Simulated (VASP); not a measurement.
Runs of VASP 6.6.1 on P. The structure is that of space group P4/mbm (No. 127), or close to it. The cells are those of the table. 

```tsv
task	cell	k mesh	cutoff (eV)	gap on the mesh (eV)	pressure (GPa)	relaxed volume (Å³/atom)	largest force (eV/Å)
single point	a = 5.637, b = 5.637, c = 2.234 Å, 6 atoms	4 × 4 × 8	520	none	48.1	-	(b)
relaxation of cell and atoms	relaxed from a = 6.177, b = 6.177, c = 2.488 Å, 6 atoms	6 × 6 × 16	600	none	0.0	15.63	-
relaxation of cell and atoms	relaxed from a = 5.637, b = 5.637, c = 2.234 Å, 6 atoms	4 × 4 × 8	600	none	0.1	15.77	-
single point	a = 6.193, b = 6.193, c = 2.450 Å, 6 atoms	6 × 6 × 16	520	none	(c)	-	0.02
single point	a = 6.177, b = 6.177, c = 2.488 Å, 6 atoms	4 × 4 × 8	520	none	-0.3	-	(a)
```

Alike in all rows: level PBE; potentials or basis VASP PAW PBE potentials, release 64 (P); no spin polarisation; smearing gaussian 0.1 eV.

Question: Estimate the missing entries.

Answer: (a) 0.03; (b) 0.56; (c) -0.2.

Caveats: the volume moved by over 15 % at a fixed basis, so the end points are rough (some runs).

A gap of «none» marks levels without a gap at the run's occupations.
